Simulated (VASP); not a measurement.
# TeO (P4/nmm) in VASP: single point with PBE

Aim: the single point of TeO with PBE.

All numbers are computed with VASP 6.6.1; they aren't measurements. Logs are shortened: lines on timing, memory, paths and dates and some standing lists are left out, and cuts for length are marked.

### Step 1. The cell of the first run

The structure is tetragonal, space group P4/nmm (No. 129). Conventional cell: a = 3.906 Å, b = 3.906 Å, c = 4.413 Å, α = 90.00°, β = 90.00°, γ = 90.00°. Te (site symmetry 4mm) has 4 O at 2.35 Å within 3.1 Å. O (site symmetry -4m2) has 4 Te at 2.35 Å and 4 O at 2.76 Å within 3.1 Å.

### Step 2. Single point, PBE

The input, INCAR:

```
SYSTEM = TeO
  ALGO = Normal
  EDIFF = 1E-6
  ENCUT = 600
  GGA = PE
  GGA_COMPAT = .FALSE.
  ISIF = 2
  ISMEAR = 0
  LASPH = .TRUE.
  LCHARG = .FALSE.
  LREAL = .FALSE.
  LWAVE = .FALSE.
  NBANDS = 20
  NELM = 120
  PREC = Accurate
  SIGMA = 0.2
```

The input, KPOINTS:

```
k-points
0
G
  5 5 4
  0 0 0
```

The input, POSCAR:

```
TeO
1.0
    3.9055499825      0.0000000000      0.0000000000
    0.0000000000      3.9055499825      0.0000000000
    0.0000000000      0.0000000000      4.4127618643
Te O
2 2
Direct
    0.5000000000      0.0000000000      0.7017802683
    0.0000000000      0.5000000000      0.2982197317
    0.5000000000      0.5000000000      0.0000000000
    0.0000000000      0.0000000000      0.0000000000
```

Potentials or basis: VASP PAW PBE potentials, release 64 (Te, O).

The run is started by

```bash
cat potpaw_PBE.64/Te/POTCAR potpaw_PBE.64/O/POTCAR > POTCAR
mpirun -np 1 vasp_std > vasp.out
```

OUTCAR:

```text
SYSTEM = TeO
   EDIFF = 1E-6
   ENCUT = 600
   GGA = PE
   ISIF = 2
   ISMEAR = 0
   LASPH = .TRUE.
   LREAL = .FALSE.
   NELM = 120
   PREC = Accurate

 ion  position               nearest neighbor table
   1  0.500  0.000  0.702-   3 2.35   4 2.35   3 2.35   4 2.35   2 3.29   2 3.29   2 3.29   2 3.29

   2  0.000  0.500  0.298-   3 2.35   4 2.35   4 2.35   3 2.35   1 3.29   1 3.29   1 3.29   1 3.29

   3  0.500  0.500  0.000-   1 2.35   2 2.35   1 2.35   2 2.35
   4  0.000  0.000  0.000-   1 2.35   2 2.35   2 2.35   1 2.35

  LATTYP: Found a simple tetragonal cell.
 ALAT       =     3.9055499825
 C/A-ratio  =     1.1298695149

  Lattice vectors:

 A1 = (   3.9055499825,   0.0000000000,   0.0000000000)
 A2 = (   0.0000000000,   3.9055499825,   0.0000000000)
 A3 = (   0.0000000000,   0.0000000000,   4.4127618643)

Analysis of symmetry for initial positions (statically):
=====================================================================
 Subroutine PRICEL returns:
 Original cell was already a primitive cell.

 Routine SETGRP: Setting up the symmetry group for a
 simple tetragonal supercell.

 Subroutine GETGRP returns: Found 16 space group operations
 (whereof  8 operations were pure point group operations)
 out of a pool of 16 trial point group operations.

The static configuration has the point symmetry D_2d.
 The point group associated with its full space group is D_4h.

Analysis of symmetry for dynamics (positions and initial velocities):
=====================================================================
 Subroutine PRICEL returns:
 Original cell was already a primitive cell.

 Routine SETGRP: Setting up the symmetry group for a
 simple tetragonal supercell.

 Subroutine GETGRP returns: Found 16 space group operations
 (whereof  8 operations were pure point group operations)
 out of a pool of 16 trial point group operations.

The dynamic configuration has the point symmetry D_2d.
 The point group associated with its full space group is D_4h.

 Subroutine INISYM returns: Found 16 space group operations
 (whereof  8 operations are pure point group operations),
 and found     1 'primitive' translations

----------------------------------------------------------------------------------------

[... 86 lines left out ...]
   LASPH  =      T    aspherical Exc in radial PAW
   ENCUT  =  600.0 eV  44.10 Ry    6.64 a.u.   7.80  7.80  8.81*2*pi/ulx,y,z
   NELM   =    120;   NELMIN=  2; NELMDL= -5     # of ELM steps
   EDIFF  = 0.1E-05   stopping-criterion for ELM
   LREAL  =      F    real-space projection
   EDIFFG = 0.1E-04   stopping-criterion for IOM
   NSW    =      0    number of steps for IOM
   IBRION =     -1    ionic relax: 0-MD 1-quasi-New 2-CG
   NFREE  =      0    steps in history (QN), initial steepest desc. (CG)
   ISIF   =      2    stress and relaxation
   ISYM   =      2    0-nonsym 1-usesym 2-fastsym
   POTIM  = 0.5000    time-step for ionic-motion
   TEBEG  =    0.0;   TEEND  =   0.0 temperature during run
   PSTRESS=    0.0 pullay stress
   NELECT =      24.0000    total number of electrons
   NUPDOWN=      -1.0000    fix difference up-down
   EMIN   =  10.00;   EMAX   =-10.00  energy-range for DOS
   EFERMI =   0.00;   METHOD = LEGACY
   ISMEAR =     0;   SIGMA  =   0.20  broadening in eV -4-tet -1-fermi 0-gaus
   EFERMI_NEDOS =   21; number of points for ismear=-14 and -15
   IALGO  =     38    algorithm
   IMIX   =      4    mixing-type and parameters
     AMIX     =   0.40;   BMIX     =  1.00
     AMIX_MAG =   1.60;   BMIX_MAG =  1.00
  volume/ion in A,a.u.               =      16.83       113.56
  Fermi-wavevector in a.u.,A,eV,Ry     =   1.160879  2.193743 18.335755  1.347640
  Thomas-Fermi vector in A             =   2.297457
   LORBIT       =      0    0 simple, 1 ext, 2 COOP (PROOUT), +10 PAW based schemes
   GGA     = PE    functional components
   LHFCALC =     F    Hartree Fock is set to
   AEXX    =    0.0000 exact exchange contribution
   IVDW    =     0    specifies the selected vdW correction
   LEPSILON=     F    determine dielectric tensor
   LRPA    =     F    only Hartree local field effects (RPA)
 non-spin polarized calculation
 Gauss-broadening in eV      SIGMA  =   0.20
  energy-cutoff  :      600.00
  volume of cell :       67.31
 maximum number of plane-waves:      2266
 NGX is ok and might be reduce to    32
   NGX = 15   NGY = 15   NGZ = 17

 number of electron      23.9999986 magnetization

 Free energy of the ion-electron system (eV)
  ---------------------------------------------------
  ext. energy  EPLUGINS =         0.00000000
  ---------------------------------------------------
  free energy    TOTEN  =       -16.61987400 eV

  energy without entropy =      -16.57636972  energy(sigma->0) =      -16.59812186

 E-fermi :   8.1882     XC(G=0): -10.6589

 val. band max:        8.1539307964   @ k =   0.4000   0.4000   0.5000
 cond. band min:       8.2280637273   @ k =   0.2000   0.2000   0.0000
 fundamental gap:      0.0741329309
 Fermi energy:         8.1882256103

 k-point     1 :       0.0000    0.0000    0.0000
  band No.  band energies     occupation
      1     -11.8191      2.00000
      2      -9.7145      2.00000
      3      -3.5611      2.00000
      4      -2.7226      2.00000
      5       1.4762      2.00000
      6       1.4762      2.00000
[... 403 lines left out ...]
     19      19.0349      0.00000
     20      19.4727      0.00000

------------------------ aborting loop because EDIFF is reached ----------------------------------------

  FORCE on cell =-STRESS in cart. coord.  units (eV):
  Direction    XX          YY          ZZ          XY          YZ          ZX
  --------------------------------------------------------------------------------------
  -------------------------------------------------------------------------------------
  Total       -0.2514954     -0.2514954     -0.3609918      0.0000000      0.0000000      0.0000000
  in kB       -5.9864001     -5.9864001     -8.5927673      0.0000000      0.0000000      0.0000000
  external PRESSURE =      -6.8551892 kB  Pullay stress =       0.0000000 kB

 VOLUME and BASIS-vectors are now :
 -----------------------------------------------------------------------------
  energy-cutoff  :      600.00
  volume of cell :       67.31
      direct lattice vectors                 reciprocal lattice vectors
     3.905549983  0.000000000  0.000000000     0.256045885  0.000000000  0.000000000
     0.000000000  3.905549983  0.000000000     0.000000000  0.256045885  0.000000000
     0.000000000  0.000000000  4.412761864     0.000000000  0.000000000  0.226615446

 POSITION                                       TOTAL-FORCE (eV/Angst)
 -----------------------------------------------------------------------------------
      1.95277      0.00000      3.09679        -0.000000     -0.000000      0.014494
      0.00000      1.95277      1.31597        -0.000000      0.000000     -0.014494
      1.95277      1.95277      0.00000         0.000000     -0.000000      0.000000
      0.00000      0.00000      0.00000        -0.000000      0.000000      0.000000
 -----------------------------------------------------------------------------------
    total drift:                                0.000000     -0.000000     -0.000000

  FREE ENERGIE OF THE ION-ELECTRON SYSTEM (eV)
  ---------------------------------------------------
  free  energy   TOTEN  =       -16.6198739992 eV

  energy  without entropy=      -16.5763697233  energy(sigma->0) =      -16.59812186
```

stdout:

```text
POSCAR found type information on POSCAR TeO
 POSCAR found :  2 types and       4 ions
 scaLAPACK will be used
 LDA part: xc-table for (Slater+PW92), standard interpolation
 POSCAR, INCAR and KPOINTS ok, starting setup
 FFT: planning ... GRIDC
 FFT: planning ... GRID_SOFT
 FFT: planning ... GRID
 WAVECAR not read
 entering main loop
```

It took 11 s on 1 thread of Intel Xeon 6975P-C (Granite Rapids), shared host; peak memory 0.19 GiB.

Results:

```yaml
Free_energy: -16.6199 eV
Pressure: -0.7 GPa
Largest_force: 0.014 eV/Å
Band_gap_on_the_k_mesh: zero (bands 12 and 13 overlap by 1.65 eV)
```

Forces on the atoms (eV/Å):
```
Te   0.000  0.000  0.014
Te   0.000  0.000 -0.014
O    0.000  0.000  0.000
O    0.000  0.000  0.000
```

Stress tensor (GPa, compression positive):
```
-0.60  0.00  0.00
 0.00 -0.60  0.00
 0.00  0.00 -0.86
```

Levels at points of the mesh, in eV from the Fermi level:
| k point | band 9 | band 10 | band 11 | band 12 | band 13 | band 14 | band 15 | band 16 |
| --- | --- | --- | --- | --- | --- | --- | --- | --- |
| (0.00, 0.00, 0.00) | -3.34 | -3.34 | -1.27 | 0.22 | 0.22 | 1.37 | 2.20 | 2.20 |
| (0.00, 0.00, 0.50) | -3.72 | -3.55 | -1.53 | -1.35 | -1.35 | -0.54 | 3.87 | 3.87 |

Caveat: spin-orbit coupling is left out, which moves the levels of the heavy elements.

The gap in the log of VASP goes by the Fermi energy; the results here count the filled bands.